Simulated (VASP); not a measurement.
# Ga3B2As5 in VASP: further runs

Runs on Ga3B2As5. Level: PBE. Tasks: single point.

All numbers are computed with VASP 6.6.1; they aren't measurements. Logs are shortened: lines on timing, memory, paths and dates and some standing lists are left out, and cuts for length are marked.

## (1) The cell of the first run

The typed cell holds 10 atoms: a = 3.781 Å, b = 3.780 Å, c = 13.883 Å, α = 97.81°, β = 97.84°, γ = 90.01°.

## (2) Single point, PBE

INCAR reads:

```
PREC = Accurate
ENCUT = 520
EDIFF = 1E-7
ISMEAR = 0
SIGMA = 0.1
LREAL = False
LASPH = True
NELM = 60
ALGO = Normal
ISIF = 2
LWAVE = False
LCHARG = False
GGA = PE
NBANDS = 46
```

KPOINTS reads:

```
Automatic mesh
0
Gamma
  4 4 4
```

POSCAR reads:

```
Ga3B2As5
1.0
   -0.0003287633     -3.7805346156     -0.0001049140
    3.7801771216      0.0003308080      0.0002411896
   -1.8881043182      1.8924351002     13.6232419382
Ga B As
3 2 5
Direct
    0.6949485692      0.6942382711      0.3894668909
    0.3053291621      0.3060603779      0.6105312161
    0.4998287716      0.4997727005      0.9999835142
    0.9023045344      0.9024141170      0.8054518636
    0.0975055382      0.0973786757      0.1945520842
    0.2501926670      0.7507578982      0.5000096168
    0.8613880820      0.3611784751      0.7227505277
    0.4436756498      0.9438682767      0.8881844707
    0.0558898452      0.5560728969      0.1118048886
    0.6389371804      0.1382583108      0.2772649273
```

Potentials or basis: VASP PAW PBE potentials, release 64 (Ga_d, B, As).

Started as:

```sh
> cat potpaw_PBE.64/Ga_d/POTCAR potpaw_PBE.64/B/POTCAR potpaw_PBE.64/As/POTCAR > POTCAR
> mpirun -np 1 vasp_std > vasp.out
```

OUTCAR:

```text
PREC = Accurate
   ENCUT = 520
   EDIFF = 1E-7
   ISMEAR = 0
   LREAL = False
   LASPH = True
   NELM = 60
   ISIF = 2
   GGA = PE

 ion  position               nearest neighbor table
   1  0.695  0.694  0.389-   6 2.42   6 2.42  10 2.43  10 2.43
   2  0.305  0.306  0.611-   6 2.42   6 2.42   7 2.43   7 2.43
   3  0.500  0.500  1.000-   8 2.43   9 2.43   8 2.43   9 2.43
   4  0.902  0.902  0.805-   7 2.20   7 2.20   8 2.20   8 2.20
   5  0.098  0.097  0.195-  10 2.20  10 2.20   9 2.20   9 2.20
   6  0.250  0.751  0.500-   2 2.42   1 2.42   2 2.42   1 2.42
   7  0.861  0.361  0.723-   4 2.20   4 2.20   2 2.43   2 2.43
   8  0.444  0.944  0.888-   4 2.20   4 2.20   3 2.43   3 2.43
   9  0.056  0.556  0.112-   5 2.20   5 2.20   3 2.43   3 2.43
  10  0.639  0.138  0.277-   5 2.20   5 2.20   1 2.43   1 2.43

  LATTYP: Found a base centered monoclinic cell.
 ALAT       =    27.2466207947
 B/A-ratio  =     0.1961991617
 C/A-ratio  =     0.5095089645
 COS(beta)  =    -0.9812830259

  Lattice vectors:

 A1 = (  -1.8917440401,   1.8877687074, -13.6233782138)
 A2 = (   1.8881043182,  -1.8924351002, -13.6232419382)
 A3 = (  -1.8884330815,  -1.8880995154,  13.6231370242)

Analysis of symmetry for initial positions (statically):
=====================================================================
 Subroutine PRICEL returns:
 Original cell was already a primitive cell.

 Routine SETGRP: Setting up the symmetry group for a
 base centered monoclinic supercell.

 Subroutine GETGRP returns: Found  1 space group operations
 (whereof  1 operations were pure point group operations)
 out of a pool of  4 trial point group operations.

The static configuration has the point symmetry C_1 .

Analysis of symmetry for dynamics (positions and initial velocities):
=====================================================================
 Subroutine PRICEL returns:
 Original cell was already a primitive cell.

 Routine SETGRP: Setting up the symmetry group for a
 base centered monoclinic supercell.

 Subroutine GETGRP returns: Found  1 space group operations
 (whereof  1 operations were pure point group operations)
 out of a pool of  4 trial point group operations.

The dynamic configuration has the point symmetry C_1 .

 Subroutine INISYM returns: Found  1 space group operations
 (whereof  1 operations are pure point group operations),
 and found     1 'primitive' translations

----------------------------------------------------------------------------------------

                                     Primitive cell

  volume of cell :     194.6920

  direct lattice vectors                    reciprocal lattice vectors
    -0.000328763 -3.780534616 -0.000104914     0.000020803 -0.264513875  0.036747099
     3.780177122  0.000330808  0.000241190     0.264535532 -0.000024022  0.036666466
    -1.888104318  1.892435100 13.623241938    -0.000004683 -0.000002037  0.073403601

  length of vectors
     3.780534631  3.780177144 13.883046115     0.267054189  0.267064557  0.073403601

  position of ions in fractional coordinates (direct lattice)
     0.694948569  0.694238271  0.389466891
     0.305329162  0.306060378  0.610531216
     0.499828772  0.499772701  0.999983514
     0.902304534  0.902414117  0.805451864
     0.097505538  0.097378676  0.194552084
     0.250192667  0.750757898  0.500009617
     0.861388082  0.361178475  0.722750528
     0.443675650  0.943868277  0.888184471
     0.055889845  0.556072897  0.111804889
     0.638937180  0.138258311  0.277264927

  ion indices of the primitive-cell ions
   primitive index   ion index
                 1           1
                 2           2
                 3           3
                 4           4
                 5           5
                 6           6
                 7           7
                 8           8
                 9           9
                10          10

----------------------------------------------------------------------------------------

 KPOINTS: Automatic mesh

Automatic generation of k-mesh.
 Grid dimensions read from file:
 generate k-points for:    4    4    4

 Generating k-lattice:

  Cartesian coordinates                     Fractional coordinates (reciprocal lattice)
     0.000005201 -0.066128469  0.009186775     0.250000000  0.000000000  0.000000000
     0.066133883 -0.000006006  0.009166617     0.000000000  0.250000000  0.000000000
    -0.000001171 -0.000000509  0.018350900     0.000000000 -0.000000000  0.250000000

  Length of vectors
     0.066763547  0.066766139  0.018350900

  Shift w.r.t. Gamma in fractional coordinates (k-lattice)
     0.000000000  0.000000000  0.000000000

 Subroutine IBZKPT returns following result:
 ===========================================

 Found     36 irreducible k-points:

 Following reciprocal coordinates:
            Coordinates               Weight
  0.000000  0.000000  0.000000      1.000000
  0.250000  0.000000  0.000000      2.000000
  0.500000  0.000000  0.000000      1.000000
  0.000000  0.250000  0.000000      2.000000
  0.250000  0.250000  0.000000      2.000000
  0.500000  0.250000  0.000000      2.000000
[... 16 lines left out ...]
 -0.000000 -0.250000  0.250000      2.000000
  0.250000 -0.250000  0.250000      2.000000
 [... further k-points ...]
   k-points           NKPTS =     36   k-points in BZ     NKDIM =     36   number of bands    NBANDS=     46
   number of dos      NEDOS =    301   number of ions     NIONS =     10
   total plane-waves  NPLWV =  84672
   dimension x,y,z NGX =    28 NGY =   28 NGZ =  108
   dimension x,y,z NGXF=    56 NGYF=   56 NGZF=  216
   ions per type =               3   2   5
   NGX,Y,Z   is equivalent  to a cutoff of  12.31, 12.31, 12.93 a.u.
   NGXF,Y,Z  is equivalent  to a cutoff of  24.63, 24.63, 25.87 a.u.
 SYSTEM =  unknown system
   PREC   = accura    normal or accurate (medium, high low for compatibility)
   ISTART =      0    job   : 0-new  1-cont  2-samecut
   ICHARG =      2    charge: 1-file 2-atom 10-const
   ISPIN  =      1    spin polarized calculation?
   LNONCOLLINEAR =      F non collinear calculations
   LSORBIT =      F    spin-orbit coupling
   LASPH  =      T    aspherical Exc in radial PAW
   ENCUT  =  520.0 eV  38.22 Ry    6.18 a.u.   7.03  7.03 25.81*2*pi/ulx,y,z
   NELM   =     60;   NELMIN=  2; NELMDL= -5     # of ELM steps
   EDIFF  = 0.1E-06   stopping-criterion for ELM
   LREAL  =      F    real-space projection
   EDIFFG = 0.1E-05   stopping-criterion for IOM
   NSW    =      0    number of steps for IOM
   IBRION =     -1    ionic relax: 0-MD 1-quasi-New 2-CG
   NFREE  =      0    steps in history (QN), initial steepest desc. (CG)
   ISIF   =      2    stress and relaxation
   ISYM   =      2    0-nonsym 1-usesym 2-fastsym
   POTIM  = 0.5000    time-step for ionic-motion
   TEBEG  =    0.0;   TEEND  =   0.0 temperature during run
   PSTRESS=    0.0 pullay stress
   NELECT =      70.0000    total number of electrons
   NUPDOWN=      -1.0000    fix difference up-down
   EMIN   =  10.00;   EMAX   =-10.00  energy-range for DOS
   EFERMI =   0.00;   METHOD = LEGACY
   ISMEAR =     0;   SIGMA  =   0.10  broadening in eV -4-tet -1-fermi 0-gaus
   EFERMI_NEDOS =   21; number of points for ismear=-14 and -15
   IALGO  =     38    algorithm
   IMIX   =      4    mixing-type and parameters
     AMIX     =   0.40;   BMIX     =  1.00
     AMIX_MAG =   1.60;   BMIX_MAG =  1.00
  volume/ion in A,a.u.               =      19.47       131.38
  Fermi-wavevector in a.u.,A,eV,Ry     =   1.164103  2.199836 18.437751  1.355136
  Thomas-Fermi vector in A             =   2.300645
   LORBIT       =      0    0 simple, 1 ext, 2 COOP (PROOUT), +10 PAW based schemes
   GGA     = PE    functional components
   LHFCALC =     F    Hartree Fock is set to
   AEXX    =    0.0000 exact exchange contribution
   IVDW    =     0    specifies the selected vdW correction
   LEPSILON=     F    determine dielectric tensor
   LRPA    =     F    only Hartree local field effects (RPA)
 non-spin polarized calculation
 Gauss-broadening in eV      SIGMA  =   0.10
  energy-cutoff  :      520.00
  volume of cell :      194.69
 maximum number of plane-waves:      5262
   NGX = 15   NGY = 15   NGZ = 51

 number of electron      70.0000027 magnetization

 Free energy of the ion-electron system (eV)
  ---------------------------------------------------
  ext. energy  EPLUGINS =         0.00000000
  ---------------------------------------------------
  free energy    TOTEN  =       -45.54583489 eV

  energy without entropy =      -45.54582404  energy(sigma->0) =      -45.54582947

 E-fermi :   4.9198     XC(G=0):  -9.8136

 val. band max:        4.6804582247   @ k =   0.0000   0.0000   0.0000
 cond. band min:       5.1461687865   @ k =   0.0000   0.0000   0.0000
 fundamental gap:      0.4657105618
 Fermi energy:         4.9198407730

 k-point     1 :       0.0000    0.0000    0.0000
  band No.  band energies     occupation
      1     -10.5078      2.00000
      2     -10.4615      2.00000
      3     -10.4388      2.00000
      4     -10.3870      2.00000
      5     -10.3870      2.00000
      6     -10.3588      2.00000
[... 38 lines left out ...]
     45       7.9454      0.00000
     46       8.4189      0.00000

 k-point     2 :       0.2500    0.0000    0.0000
  band No.  band energies     occupation
      1     -10.5013      2.00000
      2     -10.4516      2.00000
      3     -10.4285      2.00000
      4     -10.4171      2.00000
      5     -10.3836      2.00000
      6     -10.3833      2.00000
[... 1070 lines left out ...]
 k-point    24 :       0.2500   -0.2500    0.2500
  band No.  band energies     occupation
      1     -10.5060      2.00000
      2     -10.4393      2.00000
      3     -10.4340      2.00000
      4     -10.4182      2.00000
      5     -10.3800      2.00000
      6     -10.3782      2.00000
[... 38 lines left out ...]
     45       9.2775      0.00000
     46       9.4906      0.00000

 [... further k-points ...]

------------------------ aborting loop because EDIFF is reached ----------------------------------------

  FORCE on cell =-STRESS in cart. coord.  units (eV):
  Direction    XX          YY          ZZ          XY          YZ          ZX
  --------------------------------------------------------------------------------------
  -------------------------------------------------------------------------------------
  Total        0.3472078      0.3198725      0.2989364     -0.0084599     -0.0167221     -0.0122086
  in kB        2.8572752      2.6323246      2.4600359     -0.0696192     -0.1376112     -0.1004683
  external PRESSURE =       2.6498786 kB  Pullay stress =       0.0000000 kB

 VOLUME and BASIS-vectors are now :
 -----------------------------------------------------------------------------
  energy-cutoff  :      520.00
  volume of cell :      194.69
      direct lattice vectors                 reciprocal lattice vectors
    -0.000328763 -3.780534616 -0.000104914     0.000020803 -0.264513875  0.036747099
     3.780177122  0.000330808  0.000241190     0.264535532 -0.000024022  0.036666466
    -1.888104318  1.892435100 13.623241938    -0.000004683 -0.000002037  0.073403601

 POSITION                                       TOTAL-FORCE (eV/Angst)
 -----------------------------------------------------------------------------------
      1.88876     -1.89001      5.30590         0.002771      0.002064     -0.000189
      0.00412      0.00118      8.31746        -0.004513      0.001059      0.005098
      0.00099      0.00295     13.62309        -0.000418     -0.001360      0.003134
      1.89021     -1.88663     10.97299         0.001749     -0.002815      0.000987
      0.00074     -0.00041      2.65044        -0.000331      0.000751     -0.001394
      1.89385      0.00062      6.81191        -0.002077     -0.001124     -0.002675
      0.00041     -1.88863      9.84620         0.002691      0.001675     -0.011229
      1.89086      0.00381     12.10013         0.001929     -0.002984      0.009031
      1.89094      0.00047      1.52327        -0.003098      0.000324     -0.010118
     -0.00107     -1.89077      3.77721         0.001298      0.002409      0.007354
 -----------------------------------------------------------------------------------
    total drift:                                0.000070      0.000260      0.000051

  FREE ENERGIE OF THE ION-ELECTRON SYSTEM (eV)
  ---------------------------------------------------
  free  energy   TOTEN  =       -45.5458348928 eV

  energy  without entropy=      -45.5458240393  energy(sigma->0) =      -45.54582947
```

It took 10 min on 1 thread of AMD EPYC 7R13, shared host; peak memory 0.41 GiB.

Results:

```yaml
Free_energy: -45.5458 eV
Pressure: 0.3 GPa
Largest_force: 0.012 eV/Å
Band_gap_on_the_k_mesh: 0.47 eV
```

Forces in eV/Å, atoms in the order of the input:
```
Ga   0.003  0.002  0.000
Ga  -0.005  0.001  0.005
Ga   0.000 -0.001  0.003
B    0.002 -0.003  0.001
B    0.000  0.001 -0.001
As  -0.002 -0.001 -0.003
As   0.003  0.002 -0.011
As   0.002 -0.003  0.009
As  -0.003  0.000 -0.010
As   0.001  0.002  0.007
```

Caveat: semilocal functionals underestimate gaps, and a narrow one can read as zero.

(Continued in part 2 of 2.)
